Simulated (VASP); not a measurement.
GeS, 8 atoms in the cell. Symmetry: Pnma, No. 62, orthorhombic system. Conventional cell: a = 10.656 Å, b = 3.679 Å, c = 4.358 Å, α = 90.00°, β = 90.00°, γ = 90.00°. Ge (site symmetry m) has 3 S at 2.46 Å within 3.3 Å. Within 3.3 Å of S (site symmetry m) lie 3 Ge at 2.46 Å. 

| Property | Result |
| --- | --- |
| Program | VASP 6.6.1 |
| Task | single point |
| Functional | PBE |
| Dispersion | D3(BJ) |
| Potentials or basis | VASP PAW PBE potentials, release 64 (Ge_d, S) |
| Cutoff | 500 eV |
| k mesh | 4 × 8 × 6 |
| Occupations | gaussian, width 0.02 eV |
| Spin | no spin polarisation |
| Dipole correction | no |
| Further INCAR settings | ALGO = Normal; EDIFF = 1e-06; NBANDS = 50 |

Potentials or basis: VASP PAW PBE potentials, release 64 (Ge_d, S).

Run with:

```sh
$ cat potpaw_PBE.64/Ge_d/POTCAR potpaw_PBE.64/S/POTCAR > POTCAR
$ mpirun -np 1 vasp_std > vasp.out
```

Hardware: 1 thread of Intel(R) Xeon(R) 6975P-C (Granite Rapids), with other jobs on the host.

How long does it take, and how much memory?

Run time: 3.4 min on 1 thread of Intel(R) Xeon(R) 6975P-C (Granite Rapids), on a shared host, peak memory 0.49 GiB. Counts: scf iterations 14, k points 60.
